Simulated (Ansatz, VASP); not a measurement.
## As2F3 in VASP and in Ansatz

```
CELL_PARAMETERS angstrom
1.66766 0.96283 7.73047
-1.66766 0.96283 7.73047
0.00000 -1.92565 7.73047
ATOMIC_POSITIONS crystal
As 0.40000 0.40000 0.40000
As 0.60000 0.60000 0.60000
F 0.00000 0.00000 0.00000
F 0.20950 0.20950 0.20950
F 0.79050 0.79050 0.79050
```

Alike in both runs: task single point; functional PBE; k mesh 6 × 6 × 6; occupations gaussian, width 0.1 eV; no spin polarisation.

|  | VASP | Ansatz |
| --- | --- | --- |
| version | VASP 6.6.1 | Ansatz 0.2.0 |
| potentials or method | VASP PAW PBE potentials, release 64 (As, F), cutoff 520 eV | scalar-relativistic, plane waves, PAW |
| valence electrons in the cell | 31 | 51 |

```csv
,VASP,Ansatz,Ansatz less VASP
gap on the k mesh at the Fermi level (eV),none,none,-
pressure (GPa),2.0,2.3,+0.35
"traceless stress, the component that is largest in VASP (GPa)",6.46,6.53,+0.070
rms of the force components (eV/Å),0.372,0.370,-0.0012
```

Atom by atom the forces differ by 0.004 eV/Å (rms over components). A gap of «none» marks a metal or a gap that the smearing closes. VASP's potentials hold 31 valence electrons a cell and Ansatz's 51, so a difference there can come from the potentials and not from the codes.

The k mesh is coarse, so the values compare programs but aren't converged.
